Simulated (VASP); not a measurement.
Input of a VASP 6.6.1 run:

INCAR

```
AGGAC = 1.0
AGGAX = 1.0
ALDAC = 0.0
ALDAX = 1.0
ALGO = Normal
EDIFF = 1E-6
ENCUT = 520
GGA = B5
ISIF = 2
ISMEAR = -1
ISPIN = 2
IVDW = 13
LASPH = T
LCHARG = F
LORBIT = 11
LREAL = F
LWAVE = F
MAGMOM = 0.54
NBANDS = 16
NELM = 150
PREC = Accurate
SIGMA = 0.15
VDW_A1 = 0.44488865
VDW_A2 = 4.0933009
VDW_S6 = 1.0
VDW_S8 = 2.34076671
```

File KPOINTS:

```
k-points
0
Gamma
  12 12 12
```

File POSCAR:

```
Zn
1.0
    0.0000000000      1.9647760000      1.9647760000
    1.9647760000      0.0000000000      1.9647760000
    1.9647760000      1.9647760000      0.0000000000
Zn
1
Direct
    0.0000000000      0.0000000000      0.0000000000
```

Potentials or basis: VASP PAW PBE potentials, release 64 (Zn).

Launch:

```sh
$ cat potpaw_PBE.64/Zn/POTCAR > POTCAR
$ mpirun -np 1 vasp_std > vasp.out
```

(1) What does it give for the band gap on the k mesh?

(2) Estimate the pressure.

(3) Predict the dispersion energy per atom.

(4) What does it give for the net moment?

Results:

(1) zero (filled and empty bands overlap).

(2) 0.2 GPa.

(3) -0.614 eV.

(4) 0.00 μB per cell.

Caveat: the PAW data sets were made with another functional, which shifts forces and pressure a little; pairwise dispersion overbinds metals, which lowers pressure and volume.
